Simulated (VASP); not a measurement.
# SiO2 (P6_222) in VASP: further runs, part 2 of 2

VASP 6.6.1. Earlier steps stand in the parts before.

## 3. Single point, PBE (strain +0.000 along x and y, +0.040 along z)

Contents of INCAR:

```
PREC = Accurate
ENCUT = 520
EDIFF = 1E-7
ISMEAR = 0
SIGMA = 0.05
LREAL = False
LASPH = True
NELM = 80
ALGO = Normal
ISIF = 2
LWAVE = False
LCHARG = True
GGA = PE
LELF = True
LVHAR = True
NBANDS = 34
```

Contents of KPOINTS:

```
Automatic mesh
0
Gamma
  6 6 4
```

Contents of POSCAR:

```
SiO2
1.0
    5.1048960585      0.0000000000      0.0000000000
   -2.5524480292      4.4209696703      0.0000000000
    0.0000000000      0.0000000000      5.8080733617
Si O
3 6
Direct
    0.5000000000      0.0000000000      0.0000000000
    0.5000000000      0.5000000000      0.3333333333
    0.0000000000      0.5000000000      0.6666666667
    0.4159266453      0.2079633227      0.1666666667
    0.2079633227      0.4159266453      0.5000000000
    0.7920366773      0.2079633227      0.8333333333
    0.5840733547      0.7920366773      0.1666666667
    0.7920366773      0.5840733547      0.5000000000
    0.2079633227      0.7920366773      0.8333333333
```

Potentials or basis: VASP PAW PBE potentials, release 64 (Si, O).

Run with:

```
$ cat potpaw_PBE.64/Si/POTCAR potpaw_PBE.64/O/POTCAR > POTCAR
$ mpirun -np 1 vasp_std > vasp.out
```

Run time: 90 s. Hardware: 1 thread of Intel Xeon Platinum 8488C (Sapphire Rapids), shared host; peak memory 0.28 GiB.

Results (log left out):

| Quantity | Value |
| --- | --- |
| Free energy | -70.9993 eV |
| Pressure | -6.4 GPa |
| Largest force | 0.244 eV/Å |
| Band gap on the k mesh | 5.20 eV (least direct gap 5.32 eV) |

Forces on the atoms (eV/Å):
```
Si   0.000  0.000  0.000
Si   0.000  0.000  0.000
Si   0.000  0.000  0.000
O    0.211  0.122  0.000
O    0.000  0.244  0.000
O   -0.211  0.122  0.000
O   -0.211 -0.122  0.000
O    0.000 -0.244  0.000
O    0.211 -0.122  0.000
```

Stress tensor (GPa, compression positive):
```
-5.31  0.00  0.00
 0.00 -5.31  0.00
 0.00  0.00 -8.47
```

Levels at points of the mesh, in eV from the valence-band top:
```
           k point  band 20  band 21  band 22  band 23  band 24  band 25  band 26  band 27  band 28  band 29
(0.00, 0.00, 0.00)    -0.99    -0.99    -0.43    -0.43    -0.12     5.20     8.58     8.58     8.79     8.79
(0.50, 0.00, 0.00)    -1.17    -1.07    -0.97    -0.39    -0.03     7.26     8.06     9.17     9.25     9.40
(0.00, 0.00, 0.50)    -1.79    -1.00    -0.39     0.00     0.00     6.99     6.99     8.14     9.19     9.19
(0.50, 0.00, 0.50)    -1.33    -0.87    -0.74    -0.74    -0.29     7.63     8.26     8.87     9.13     9.48
```

Caveat: the cell differs from its parent crystal (strain +0.000 along x and y, +0.040 along z); the cell stands under tension. A k mesh can miss the band edges.

## 4. Single point, PBE (strain +0.040 along x and y, -0.040 along z)

Contents of INCAR:

```
ALGO = Normal
EDIFF = 1E-7
ENCUT = 520
GGA = PE
ISIF = 2
ISMEAR = 0
LASPH = True
LCHARG = False
LREAL = False
LWAVE = False
NBANDS = 34
NELM = 60
PREC = Accurate
SIGMA = 0.05
```

Contents of KPOINTS:

```
k-points
0
Gamma
  6 6 4
```

POSCAR, as its differences from that of step 3:

```diff
@@ -2,5 +2,5 @@
 1.0
-    5.1048960585      0.0000000000      0.0000000000
-   -2.5524480292      4.4209696703      0.0000000000
-    0.0000000000      0.0000000000      5.8080733617
+    5.3090919008      0.0000000000      0.0000000000
+   -2.6545459504      4.5978084571      0.0000000000
+    0.0000000000      0.0000000000      5.3612984877
 Si O
```

Run with:

```
$ cat potpaw_PBE.64/Si/POTCAR potpaw_PBE.64/O/POTCAR > POTCAR
$ mpirun -np 1 vasp_std > vasp.out
```

Wall time 66 s (1 thread of Intel Xeon Platinum 8488C (Sapphire Rapids), shared host); peak memory 0.25 GiB.

It converged, with:

```
Free energy            : -70.9146 eV
Pressure               : -6.4 GPa
Largest force          : 0.358 eV/Å
Band gap on the k mesh : 5.20 eV (least direct gap 5.56 eV)
```

Forces in eV/Å, atoms in the order of the input:
```
Si   0.000  0.000  0.000
Si   0.000  0.000  0.000
Si   0.000  0.000  0.000
O    0.310  0.179  0.000
O    0.000  0.358  0.000
O   -0.310  0.179  0.000
O   -0.310 -0.179  0.000
O    0.000 -0.358  0.000
O    0.310 -0.179  0.000
```

Stress tensor (GPa, compression positive):
```
-8.25  0.00  0.00
 0.00 -8.25  0.00
 0.00  0.00 -2.67
```

Levels at points of the mesh, in eV from the valence-band top:
| k point | band 20 | band 21 | band 22 | band 23 | band 24 | band 25 | band 26 | band 27 | band 28 | band 29 |
| --- | --- | --- | --- | --- | --- | --- | --- | --- | --- | --- |
| (0.00, 0.00, 0.00) | -0.85 | -0.85 | -0.43 | -0.43 | -0.36 | 5.20 | 8.51 | 8.51 | 8.83 | 8.83 |
| (0.50, 0.00, 0.00) | -1.13 | -1.02 | -0.86 | -0.27 | 0.00 | 7.12 | 7.97 | 8.91 | 9.18 | 9.29 |
| (0.00, 0.00, 0.50) | -1.56 | -1.24 | -0.16 | -0.07 | -0.07 | 7.08 | 7.08 | 8.31 | 9.73 | 9.73 |
| (0.50, 0.00, 0.50) | -1.08 | -0.86 | -0.63 | -0.56 | -0.42 | 7.58 | 8.55 | 9.11 | 9.15 | 9.46 |

Caveat: the cell differs from its parent crystal (strain +0.040 along x and y, -0.040 along z); the cell stands under tension.

## 5. Single point, PBE (strain +0.080 along x and y, -0.080 along z)

Contents of INCAR:

```
PREC = Accurate
ENCUT = 520
EDIFF = 1E-6
ISMEAR = 0
SIGMA = 0.05
LREAL = False
LASPH = True
NELM = 80
ALGO = Normal
ISIF = 2
LWAVE = False
LCHARG = False
GGA = PE
NBANDS = 34
```

Contents of KPOINTS:

```
Automatic mesh
0
Gamma
  6 6 4
```

POSCAR, as its differences from that of step 4:

```diff
@@ -2,5 +2,5 @@
 1.0
-    5.3090919008      0.0000000000      0.0000000000
-   -2.6545459504      4.5978084571      0.0000000000
-    0.0000000000      0.0000000000      5.3612984877
+    5.5132877432      0.0000000000      0.0000000000
+   -2.7566438716      4.7746472440      0.0000000000
+    0.0000000000      0.0000000000      5.1379110507
 Si O
```

Run with:

```
$ cat potpaw_PBE.64/Si/POTCAR potpaw_PBE.64/O/POTCAR > POTCAR
$ mpirun -np 1 vasp_std > vasp.out
```

Run time: 82 s. Hardware: 1 thread of Intel Xeon Platinum 8488C (Sapphire Rapids), shared host; peak memory 0.27 GiB.

The run converged. Its results:

- Free energy: -70.2968 eV
- Pressure: -12.1 GPa
- Largest force: 0.639 eV/Å
- Band gap on the k mesh: 4.68 eV (least direct gap 5.09 eV)

Forces in eV/Å, atoms in the order of the input:
```
Si   0.000  0.000  0.000
Si   0.000  0.000  0.000
Si   0.000  0.000  0.000
O    0.553  0.320  0.000
O    0.000  0.639  0.000
O   -0.553  0.320  0.000
O   -0.553 -0.320  0.000
O    0.000 -0.639  0.000
O    0.553 -0.320  0.000
```

Stress tensor (GPa, compression positive):
```
-15.76   0.00   0.00
  0.00 -15.76   0.00
  0.00   0.00  -4.75
```

Levels at points of the mesh, in eV from the valence-band top:
```
           k point  band 20  band 21  band 22  band 23  band 24  band 25  band 26  band 27  band 28  band 29
(0.00, 0.00, 0.00)    -0.78    -0.78    -0.52    -0.41    -0.41     4.68     7.98     7.98     8.50     8.50
(0.50, 0.00, 0.00)    -1.16    -0.94    -0.81    -0.22     0.00     6.50     7.40     8.21     8.66     8.85
(0.00, 0.00, 0.50)    -1.40    -1.35    -0.13    -0.13    -0.08     6.62     6.62     7.91     9.75     9.75
(0.50, 0.00, 0.50)    -0.94    -0.84    -0.59    -0.50    -0.46     6.82     8.05     8.51     8.80     8.98
```

Caveat: the cell differs from its parent crystal (strain +0.080 along x and y, -0.080 along z); the cell stands under tension. A k mesh can miss the band edges.

## 6. Single point, PBE (strain +0.000 along x and y, +0.080 along z)

Contents of INCAR:

```
ALGO = Normal ; EDIFF = 1E-6
ENCUT = 520 ; GGA = PE
ISIF = 2 ; ISMEAR = 0
LASPH = T ; LCHARG = T
LELF = T ; LREAL = F
LVHAR = T ; LWAVE = F
NBANDS = 34 ; NELM = 100
PREC = Accurate ; SIGMA = 0.05
```

Contents of KPOINTS:

```
k-points
0
Gamma
  6 6 4
```

POSCAR, as its differences from that of step 5:

```diff
@@ -2,5 +2,5 @@
 1.0
-    5.5132877432      0.0000000000      0.0000000000
-   -2.7566438716      4.7746472440      0.0000000000
-    0.0000000000      0.0000000000      5.1379110507
+    5.1048960585      0.0000000000      0.0000000000
+   -2.5524480292      4.4209696703      0.0000000000
+    0.0000000000      0.0000000000      6.0314607987
 Si O
```

Potentials or basis: VASP PAW PBE potentials, release 64 (Si, O).

Run with:

```
$ cat potpaw_PBE.64/Si/POTCAR potpaw_PBE.64/O/POTCAR > POTCAR
$ mpirun -np 1 vasp_std > vasp.out
```

Run time: 83 s. Hardware: 1 thread of Intel Xeon Platinum 8488C (Sapphire Rapids), shared host; peak memory 0.28 GiB.

The run converged. Its results:

```yaml
Free_energy: -70.6114 eV
Pressure: -11.8 GPa
Largest_force: 0.432 eV/Å
Band_gap_on_the_k_mesh: 4.77 eV (least direct gap 4.83 eV)
```

Forces on the atoms (eV/Å):
```
Si   0.000  0.000  0.000
Si   0.000  0.000  0.000
Si   0.000  0.000  0.000
O    0.374  0.216  0.000
O    0.000  0.432  0.000
O   -0.374  0.216  0.000
O   -0.374 -0.216  0.000
O    0.000 -0.432  0.000
O    0.374 -0.216  0.000
```

Stress tensor (GPa, compression positive):
```
 -9.51   0.00   0.00
  0.00  -9.51   0.00
  0.00   0.00 -16.44
```

Levels at points of the mesh, in eV from the valence-band top:
```tsv
k point	band 21	band 22	band 23	band 24	band 25	band 26	band 27	band 28
(0.00, 0.00, 0.00)	-1.03	-0.43	-0.43	-0.07	4.77	8.29	8.29	8.45
(0.50, 0.00, 0.00)	-1.04	-0.99	-0.45	-0.06	6.84	7.63	8.76	8.93
(0.00, 0.00, 0.50)	-0.90	-0.49	0.00	0.00	6.55	6.55	7.88	8.74
(0.50, 0.00, 0.50)	-0.87	-0.80	-0.78	-0.26	6.95	7.64	8.52	8.89
```

Caveat: the cell differs from its parent crystal (strain +0.000 along x and y, +0.080 along z); the cell stands under tension. A k mesh can miss the band edges.

## 7. Summary

```csv
cell,gap on the mesh (eV),pressure (GPa),largest force (eV/Å)
"a = 5.309, b = 5.309, c = 5.138 Å, angles 90.0, 90.0, 120.0°, 9 atoms",5.39,-0.2,0.13
"a = 5.105, b = 5.105, c = 5.808 Å, angles 90.0, 90.0, 120.0°, 9 atoms",5.20,-6.4,0.24
"a = 5.309, b = 5.309, c = 5.361 Å, angles 90.0, 90.0, 120.0°, 9 atoms",5.20,-6.4,0.36
"a = 5.513, b = 5.513, c = 5.138 Å, angles 90.0, 90.0, 120.0°, 9 atoms",4.68,-12.1,0.64
"a = 5.105, b = 5.105, c = 6.031 Å, angles 90.0, 90.0, 120.0°, 9 atoms",4.77,-11.8,0.43
```

Alike in all rows: task single point; level PBE; potentials or basis VASP PAW PBE potentials, release 64 (Si, O); no spin polarisation; k mesh 6 × 6 × 4; cutoff (eV) 520; smearing gaussian 0.05 eV.

Caveats: the cell stands under tension (at least some runs).

Total energies depend on the potentials used, so only differences within one code and one set of settings carry meaning.
